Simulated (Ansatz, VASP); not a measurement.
# One calculation of Li2S, two programs

```
CELL_PARAMETERS angstrom
0.00000 2.82708 2.82708
2.82708 0.00000 2.82708
2.82708 2.82708 0.00000
ATOMIC_POSITIONS crystal
Li 0.25000 0.25000 0.25000
Li 0.75000 0.75000 0.75000
S 0.00000 0.00000 0.00000
```

Alike in both runs: functional PBEsol; k mesh 8 × 8 × 8; occupations gaussian, width 0.02 eV; no spin polarisation.

Ansatz relaxed the structure, and its values are those at the end. VASP's run is a single point on that final structure, the one shown.

```csv
,VASP,Ansatz
version,VASP 6.6.1,Ansatz 0.2.0
potentials or method,"VASP PAW PBE potentials, release 64 (Li_sv, S), cutoff 750 eV","scalar-relativistic, plane waves, PAW"
valence electrons in the cell,12,12
```

```csv
,VASP,Ansatz,Ansatz less VASP
gap on the k mesh at the Fermi level (eV),3.20,3.20,0.000
least direct gap on the mesh (eV),4.22,4.22,-0.002
pressure (GPa),0.0,0.0,+0.06
```

VASP's potentials were made for PBE, not for PBEsol.
